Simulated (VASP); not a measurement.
# AlRu: relaxation of the atoms with PBE

AlRu:

```
Al Ru
1.0
     2.99160    0.00000    0.00000
     0.00000    2.99160    0.00000
     0.00000    0.00000    2.99160
Al Ru
1 1
Direct
  0.00000 0.00000 0.00000
  0.50000 0.50000 0.50000
```

```json
{"Program": "VASP 6.6.1", "Task": "relaxation of the atoms", "Functional": "PBE", "Potentials or basis": "VASP PAW PBE potentials, release 64 (Al, Ru_pv)", "Cutoff": "520 eV", "k mesh": "16 × 16 × 16", "Occupations": "fermi-dirac, width 0.05 eV", "Spin": "no spin polarisation", "Dipole correction": "no", "Further INCAR settings": "ALGO = Normal; EDIFF = 1e-07; IBRION = 2; EDIFFG = -0.02; NSW = 80"}
```

```yaml
Pressure_after_relaxing: 2.6 GPa
Band_gap_on_the_k_mesh: zero (an odd number of electrons rules out a gap without spin polarisation)
```

Final structure:
```
Al Ru
1.0
     2.99160    0.00000    0.00000
     0.00000    2.99160    0.00000
     0.00000    0.00000    2.99160
Al Ru
1 1
Direct
  0.00000 0.00000 0.00000
  0.50000 0.50000 0.50000
```

Levels at points of the mesh, in eV from the Fermi level:
```
           k point  band 5  band 6  band 7  band 8  band 9  band 10  band 11  band 12
(0.00, 0.00, 0.00)   -3.58   -3.58    0.16    0.16    0.16     6.06     6.06     6.06
(0.50, 0.00, 0.00)   -5.50   -2.78   -1.62   -1.62    0.42     2.28     7.43    11.02
(0.50, 0.50, 0.00)   -3.08   -1.38   -1.38   -1.18   -1.18     1.52     5.30     6.22
(0.50, 0.50, 0.50)   -4.65   -4.65    1.61    1.61    2.56     4.12     4.12     4.12
```

Run time: 18 s on 1 thread of Intel(R) Xeon(R) Platinum 8488C (Sapphire Rapids), on a shared host, peak memory 0.18 GiB.

Caveat: the relaxation stopped at its first step, so nothing moved.
